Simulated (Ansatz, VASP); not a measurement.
## CuGe: VASP beside Ansatz

```
CELL_PARAMETERS angstrom
3.13076 0.00000 0.00000
0.00000 3.13076 0.00000
0.00000 0.00000 3.13076
ATOMIC_POSITIONS crystal
Cu 0.50000 0.50000 0.50000
Ge 0.00000 0.00000 0.00000
```

Alike in both runs: functional PBE; k mesh 18 × 18 × 18; occupations gaussian, width 0.1 eV; no spin polarisation.

Ansatz relaxed the structure, and its values are those at the end. VASP's run is a single point on that final structure, the one shown.

```csv
,VASP,Ansatz
version,VASP 6.6.1,Ansatz 0.2.0
potentials or method,"VASP PAW PBE potentials, release 64 (Cu, Ge_d), cutoff 520 eV","scalar-relativistic, plane waves, PAW"
valence electrons in the cell,25,33
```

Ansatz gave:

```
gap on the k mesh at the Fermi level (eV) : none
pressure (GPa)                            : 0.0
```

Question: What did VASP give for the same quantities?

Answer: gap on the k mesh at the Fermi level (eV): none; pressure (GPa): 0.3.

A gap of «none» marks a metal or a gap that the smearing closes. VASP's potentials hold 25 valence electrons a cell and Ansatz's 33, so a difference there can come from the potentials and not from the codes.
